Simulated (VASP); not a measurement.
# P (Im-3m) in VASP: notebook

The runs below take P through single point, with BLYP.

Everything below comes from runs of VASP 6.6.1. Logs are shortened: lines on timing, memory, paths and dates and some standing lists are left out, and cuts for length are marked.

## (1) The cell of the first run

Symmetry: Im-3m, No. 229, cubic system. The conventional cell has a = 3.060 Å, b = 3.060 Å, c = 3.060 Å, α = 90.00°, β = 90.00°, γ = 90.00°. P (site symmetry m-3m) has 14 P at 2.65 to 3.06 Å within 3.5 Å.

## (2) Single point, BLYP (volume scaled by 0.88)

The input, INCAR:

```
SYSTEM = P
AGGAC    = 1.0          
AGGAX    = 1.0          
ALDAC    = 0.0          
ALDAX    = 1.0          
ALGO     = Normal         ! electronic algorithm
EDIFF    = 1E-7           ! SCF threshold, eV
ENCUT    = 520            ! plane-wave cutoff, eV
GGA      = B5             ! functional
ISIF     = 2              ! what is computed and relaxed
ISMEAR   = -1             ! smearing method
LASPH    = .True.         ! aspherical terms in the spheres
LCHARG   = .True.         ! write CHGCAR
LELF     = .True.         ! ELF
LREAL    = .False.        ! projectors in reciprocal space
LVHAR    = .True.       
LWAVE    = .False.        ! write WAVECAR
NBANDS   = 8              ! bands
NELM     = 100            ! most SCF steps
PREC     = Accurate       ! precision mode
SIGMA    = 0.1            ! smearing width, eV
```

The input, KPOINTS:

```
k-points
0
Gamma
  16 16 16
  0 0 0
```

The input, POSCAR:

```
P
1.0
   -1.5298831808      1.5298831808      1.5298831808
    1.5298831808     -1.5298831808      1.5298831808
    1.5298831808      1.5298831808     -1.5298831808
P
1
Direct
    0.0000000000      0.0000000000      0.0000000000
```

Potentials or basis: VASP PAW PBE potentials, release 64 (P).

On the command line:

```
$ cat potpaw_PBE.64/P/POTCAR > POTCAR
$ mpirun -np 1 vasp_std > vasp.out
```

OUTCAR:

```text
SYSTEM = P
   EDIFF = 1E-7
   ENCUT = 520
   GGA = B5
   ISIF = 2
   ISMEAR = -1
   LASPH = .True.
   LREAL = .False.
   NELM = 100
   PREC = Accurate

 ion  position               nearest neighbor table
   1  0.000  0.000  0.000-

  LATTYP: Found a body centered cubic cell.
 ALAT       =     3.0597663616

  Lattice vectors:

 A1 = (  -1.5298831808,   1.5298831808,   1.5298831808)
 A2 = (   1.5298831808,  -1.5298831808,   1.5298831808)
 A3 = (   1.5298831808,   1.5298831808,  -1.5298831808)

Analysis of symmetry for initial positions (statically):
=====================================================================
 Subroutine PRICEL returns:
 Original cell was already a primitive cell.

 Routine SETGRP: Setting up the symmetry group for a
 body centered cubic supercell.

 Subroutine GETGRP returns: Found 48 space group operations
 (whereof 48 operations were pure point group operations)
 out of a pool of 48 trial point group operations.

The static configuration has the point symmetry O_h .

Analysis of symmetry for dynamics (positions and initial velocities):
=====================================================================
 Subroutine PRICEL returns:
 Original cell was already a primitive cell.

 Routine SETGRP: Setting up the symmetry group for a
 body centered cubic supercell.

 Subroutine GETGRP returns: Found 48 space group operations
 (whereof 48 operations were pure point group operations)
 out of a pool of 48 trial point group operations.

The dynamic configuration has the point symmetry O_h .

 Subroutine INISYM returns: Found 48 space group operations
 (whereof 48 operations are pure point group operations),
 and found     1 'primitive' translations

----------------------------------------------------------------------------------------

                                     Primitive cell

  volume of cell :      14.3230

  direct lattice vectors                    reciprocal lattice vectors
    -1.529883181  1.529883181  1.529883181     0.000000000  0.326822339  0.326822339
     1.529883181 -1.529883181  1.529883181     0.326822339  0.000000000  0.326822339
     1.529883181  1.529883181 -1.529883181     0.326822339  0.326822339  0.000000000

  length of vectors
     2.649835399  2.649835399  2.649835399     0.462196585  0.462196585  0.462196585

  position of ions in fractional coordinates (direct lattice)
     0.000000000  0.000000000  0.000000000

  ion indices of the primitive-cell ions
   primitive index   ion index
                 1           1

----------------------------------------------------------------------------------------

 KPOINTS: k-points

Automatic generation of k-mesh.
 Grid dimensions read from file:
 generate k-points for:   16   16   16

 Generating k-lattice:

  Cartesian coordinates                     Fractional coordinates (reciprocal lattice)
     0.000000000  0.020426396  0.020426396     0.062500000  0.000000000  0.000000000
     0.020426396  0.000000000  0.020426396     0.000000000  0.062500000  0.000000000
     0.020426396  0.020426396  0.000000000     0.000000000  0.000000000  0.062500000

  Length of vectors
     0.028887287  0.028887287  0.028887287

  Shift w.r.t. Gamma in fractional coordinates (k-lattice)
     0.000000000  0.000000000  0.000000000

 Subroutine IBZKPT returns following result:
 ===========================================

 Found    145 irreducible k-points:

 Following reciprocal coordinates:
            Coordinates               Weight
  0.000000  0.000000  0.000000      1.000000
  0.062500  0.000000  0.000000     12.000000
  0.125000  0.000000  0.000000     12.000000
  0.187500  0.000000  0.000000     12.000000
  0.250000  0.000000  0.000000     12.000000
  0.312500  0.000000  0.000000     12.000000
[... 16 lines left out ...]
  0.187500  0.187500  0.000000     24.000000
  0.250000  0.187500  0.000000     48.000000
 [... further k-points ...]
   k-points           NKPTS =    145   k-points in BZ     NKDIM =    145   number of bands    NBANDS=      8
   number of dos      NEDOS =    301   number of ions     NIONS =      1
   total plane-waves  NPLWV =   8000
   dimension x,y,z NGX =    20 NGY =   20 NGZ =   20
   dimension x,y,z NGXF=    40 NGYF=   40 NGZF=   40
   ions per type =               1
   NGX,Y,Z   is equivalent  to a cutoff of  12.55, 12.55, 12.55 a.u.
   NGXF,Y,Z  is equivalent  to a cutoff of  25.10, 25.10, 25.10 a.u.
 SYSTEM =  P
   PREC   = accura    normal or accurate (medium, high low for compatibility)
   ISTART =      0    job   : 0-new  1-cont  2-samecut
   ICHARG =      2    charge: 1-file 2-atom 10-const
   ISPIN  =      1    spin polarized calculation?
   LNONCOLLINEAR =      F non collinear calculations
   LSORBIT =      F    spin-orbit coupling
   LASPH  =      T    aspherical Exc in radial PAW
   ENCUT  =  520.0 eV  38.22 Ry    6.18 a.u.   4.93  4.93  4.93*2*pi/ulx,y,z
   NELM   =    100;   NELMIN=  2; NELMDL= -5     # of ELM steps
   EDIFF  = 0.1E-06   stopping-criterion for ELM
   LREAL  =      F    real-space projection
   EDIFFG = 0.1E-05   stopping-criterion for IOM
   NSW    =      0    number of steps for IOM
   IBRION =     -1    ionic relax: 0-MD 1-quasi-New 2-CG
   NFREE  =      0    steps in history (QN), initial steepest desc. (CG)
   ISIF   =      2    stress and relaxation
   ISYM   =      2    0-nonsym 1-usesym 2-fastsym
   POTIM  = 0.5000    time-step for ionic-motion
   TEBEG  =    0.0;   TEEND  =   0.0 temperature during run
   PSTRESS=    0.0 pullay stress
   NELECT =       5.0000    total number of electrons
   NUPDOWN=      -1.0000    fix difference up-down
   EMIN   =  10.00;   EMAX   =-10.00  energy-range for DOS
   EFERMI =   0.00;   METHOD = LEGACY
   ISMEAR =    -1;   SIGMA  =   0.10  broadening in eV -4-tet -1-fermi 0-gaus
   EFERMI_NEDOS =   21; number of points for ismear=-14 and -15
   IALGO  =     38    algorithm
   IMIX   =      4    mixing-type and parameters
     AMIX     =   0.40;   BMIX     =  1.00
     AMIX_MAG =   1.60;   BMIX_MAG =  1.00
  volume/ion in A,a.u.               =      14.32        96.66
  Fermi-wavevector in a.u.,A,eV,Ry     =   1.152710  2.178305 18.078596  1.328739
  Thomas-Fermi vector in A             =   2.289359
   LORBIT       =      0    0 simple, 1 ext, 2 COOP (PROOUT), +10 PAW based schemes
   GGA     = B5    functional components
   LHFCALC =     F    Hartree Fock is set to
   AEXX    =    0.0000 exact exchange contribution
   IVDW    =     0    specifies the selected vdW correction
   LEPSILON=     F    determine dielectric tensor
   LRPA    =     F    only Hartree local field effects (RPA)
 non-spin polarized calculation
  energy-cutoff  :      520.00
  volume of cell :       14.32
 maximum number of plane-waves:       402
   NGX =  9   NGY =  9   NGZ =  9

 number of electron       5.0000002 magnetization

 Free energy of the ion-electron system (eV)
  ---------------------------------------------------
  ext. energy  EPLUGINS =         0.00000000
  ---------------------------------------------------
  free energy    TOTEN  =        -3.60662889 eV

  energy without entropy =       -3.58956857  energy(sigma->0) =       -3.59809873

 E-fermi :  10.3255     XC(G=0): -10.8326

 val. band max:       10.3162300539   @ k =  -0.3125   0.3125   0.2500
 cond. band min:      10.3725971921   @ k =  -0.3750   0.4375   0.3125
 fundamental gap:      0.0563671382
 Fermi energy:        10.3255066742

 k-point     1 :       0.0000    0.0000    0.0000
  band No.  band energies     occupation
      1      -5.9373      2.00000
      2      17.2396      0.00000
      3      17.2396      0.00000
      4      17.2396      0.00000
      5      22.3665      0.00000
      6      22.3665      0.00000
      7      22.3665      0.00000
      8      26.5221      0.00000

 k-point     2 :       0.0625    0.0000    0.0000
  band No.  band energies     occupation
      1      -5.8211      2.00000
      2      16.5042      0.00000
      3      16.8299      0.00000
      4      17.1729      0.00000
      5      22.0488      0.00000
      6      22.5009      0.00000
      7      22.9814      0.00000
      8      25.8121      0.00000

 k-point     3 :       0.1250    0.0000    0.0000
  band No.  band energies     occupation
      1      -5.4730      2.00000
      2      14.7376      0.00000
      3      15.9582      0.00000
      4      16.9815      0.00000
      5      21.2892      0.00000
      6      22.3009      0.00000
      7      24.4653      0.00000
      8      25.2662      0.00000

 k-point     4 :       0.1875    0.0000    0.0000
  band No.  band energies     occupation
      1      -4.8954      2.00000
      2      12.5209      0.00000
      3      15.0286      0.00000
      4      16.6941      0.00000
      5      20.3944      0.00000
      6      21.4656      0.00000
      7      25.6488      0.00000
      8      26.2589      0.00000

 k-point     5 :       0.2500    0.0000    0.0000
  band No.  band energies     occupation
      1      -4.0928      2.00000
      2      10.1735      1.64114
      3      14.2005      0.00000
      4      16.3590      0.00000
      5      19.5502      0.00000
      6      20.5478      0.00000
      7      26.4414      0.00000
      8      26.5856      0.00000
[... 177 lines left out ...]
 k-point    22 :       0.4375    0.1250    0.0000
  band No.  band energies     occupation
      1       0.6481      2.00000
      2       3.0288      2.00000
      3      10.5884      0.13465
      4      14.0839      0.00000
      5      19.2360      0.00000
      6      21.5334      0.00000
      7      28.2894      0.00000
      8      28.3521      0.00000

 k-point    23 :       0.1875    0.1875    0.0000
  band No.  band energies     occupation
      1      -2.8474      2.00000
      2       8.9267      2.00000
      3      10.7207      0.03772
      4      14.6683      0.00000
      5      20.4713      0.00000
      6      22.3108      0.00000
      7      25.9636      0.00000
      8      27.4855      0.00000

 k-point    24 :       0.2500    0.1875    0.0000
  band No.  band energies     occupation
      1      -1.7409      2.00000
      2       7.2011      2.00000
      3       9.6088      1.99846
      4      14.1993      0.00000
      5      20.3835      0.00000
      6      22.5589      0.00000
      7      26.4194      0.00000
      8      28.3889      0.00000

 [... further k-points ...]

------------------------ aborting loop because EDIFF is reached ----------------------------------------

  FORCE on cell =-STRESS in cart. coord.  units (eV):
  Direction    XX          YY          ZZ          XY          YZ          ZX
  --------------------------------------------------------------------------------------
  -------------------------------------------------------------------------------------
  Total        1.0377778      1.0377778      1.0377778      0.0000000     -0.0000000     -0.0000000
  in kB      116.0860880    116.0860880    116.0860880      0.0000000     -0.0000000     -0.0000000
  external PRESSURE =     116.0860880 kB  Pullay stress =       0.0000000 kB

 VOLUME and BASIS-vectors are now :
 -----------------------------------------------------------------------------
  energy-cutoff  :      520.00
  volume of cell :       14.32
      direct lattice vectors                 reciprocal lattice vectors
    -1.529883181  1.529883181  1.529883181     0.000000000  0.326822339  0.326822339
     1.529883181 -1.529883181  1.529883181     0.326822339  0.000000000  0.326822339
     1.529883181  1.529883181 -1.529883181     0.326822339  0.326822339  0.000000000

 POSITION                                       TOTAL-FORCE (eV/Angst)
 -----------------------------------------------------------------------------------
      0.00000      0.00000      0.00000        -0.000000     -0.000000     -0.000000
 -----------------------------------------------------------------------------------
    total drift:                                0.000000      0.000000     -0.000000

  FREE ENERGIE OF THE ION-ELECTRON SYSTEM (eV)
  ---------------------------------------------------
  free  energy   TOTEN  =        -3.6066288912 eV

  energy  without entropy=       -3.5895685722  energy(sigma->0) =       -3.59809873
```

It took 6.8 s on 1 thread of Intel Xeon 6975P-C (Granite Rapids), shared host; peak memory 0.12 GiB.

What came out:

```
Free energy : -3.6066 eV
Pressure    : 11.6 GPa
```

Caveat: the PAW data sets were made with another functional, which shifts forces and pressure a little.

## (3) Single point, BLYP (volume scaled by 0.92)

The input, INCAR:

```
SYSTEM = P
PREC     = Accurate       ! precision mode
ENCUT    = 520            ! plane-wave cutoff, eV
EDIFF    = 1E-6           ! SCF threshold, eV
ISMEAR   = -1             ! smearing method
SIGMA    = 0.1            ! smearing width, eV
LREAL    = .False.        ! projectors in reciprocal space
LASPH    = .True.         ! aspherical terms in the spheres
NELM     = 100            ! most SCF steps
ALGO     = Normal         ! electronic algorithm
ISIF     = 2              ! what is computed and relaxed
LWAVE    = .False.        ! write WAVECAR
LCHARG   = .False.        ! write CHGCAR
GGA      = B5             ! functional
ALDAX    = 1.0          
AGGAX    = 1.0          
AGGAC    = 1.0          
ALDAC    = 0.0          
NBANDS   = 8              ! bands
```

The input, KPOINTS:

```
Automatic mesh
0
Gamma
  16 16 16
  0 0 0
```

The input, POSCAR:

```
P
1.0
   -1.5527206250      1.5527206250      1.5527206250
    1.5527206250     -1.5527206250      1.5527206250
    1.5527206250      1.5527206250     -1.5527206250
P
1
Direct
    0.0000000000      0.0000000000      0.0000000000
```

Potentials or basis: VASP PAW PBE potentials, release 64 (P).

On the command line:

```
$ cat potpaw_PBE.64/P/POTCAR > POTCAR
$ mpirun -np 1 vasp_std > vasp.out
```

Wall time 8.3 s (1 thread of Intel Xeon 6975P-C (Granite Rapids), shared host); peak memory 0.12 GiB.

Results (log left out):

```yaml
Free_energy: -3.6443 eV
Pressure: 7.0 GPa
```

Levels at points of the mesh, in eV from the Fermi level:
```csv
k point,band 1,band 2,band 3,band 4,band 5,band 6,band 7,band 8
"(0.00, 0.00, 0.00)",-15.79,6.52,6.52,6.52,11.96,11.96,11.96,15.98
"(0.50, 0.00, 0.00)",-9.84,-7.26,2.20,4.97,7.65,8.31,18.96,19.11
"(0.50, 0.50, 0.50)",-4.71,-2.45,-2.45,-2.45,3.10,3.10,22.98,22.98
```

Caveat: the PAW data sets were made with another functional, which shifts forces and pressure a little.

[end of part 1 of 2]
